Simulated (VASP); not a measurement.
A run of VASP 6.6.1 is set up as follows.

Contents of INCAR:

```
ALGO = Normal
EDIFF = 1E-7
ENCUT = 520
GGA = PE
ISIF = 2
ISMEAR = -1
IVDW = 12
LASPH = True
LCHARG = True
LELF = True
LREAL = False
LVHAR = True
LWAVE = False
NBANDS = 49
NELM = 100
PREC = Accurate
SIGMA = 0.05
```

KPOINTS

```
k-points
0
Gamma
  9 9 1
```

POSCAR

```
Te2Mo
1.0
    3.4959465535      0.0000000000      0.0000000000
   -1.7479732768      3.0275785256      0.0000000000
    0.0000000000      0.0000000000     21.3306707716
Te Mo
6 3
Direct
    0.0000000000      0.0000000000      0.0852033673
    0.3333333333      0.6666666667      0.4065293750
    0.3333333333      0.6666666667      0.7639499380
    0.3333333333      0.6666666667      0.2360500620
    0.3333333333      0.6666666667      0.5934706250
    0.0000000000      0.0000000000      0.9147966327
    0.3333333333      0.6666666667      0.0000000000
    0.0000000000      0.0000000000      0.3213187725
    0.0000000000      0.0000000000      0.6786812275
```

Potentials or basis: VASP PAW PBE potentials, release 64 (Te, Mo_sv).

Run with:

```bash
$ cat potpaw_PBE.64/Te/POTCAR potpaw_PBE.64/Mo_sv/POTCAR > POTCAR
$ mpirun -np 1 vasp_std > vasp.out
```

**Question.** Estimate the band gap on the k mesh.

**Answer.** 0.74 eV (least direct gap 1.14 eV).

**Question.** Estimate the largest force.

**Answer.** 0.018 eV/Å.

**Question.** What does it give for the pressure?

**Answer.** 0.0 GPa.

**Question.** Estimate the dispersion energy per atom.

**Answer.** -0.536 eV.

Stress tensor (GPa, compression positive):
```
-0.03  0.00  0.00
 0.00 -0.03  0.00
 0.00  0.00  0.06
```

Caveat: spin-orbit coupling is left out, which moves the levels of the heavy elements; an odd mesh through Γ misses points on the zone boundary, where band edges can lie.
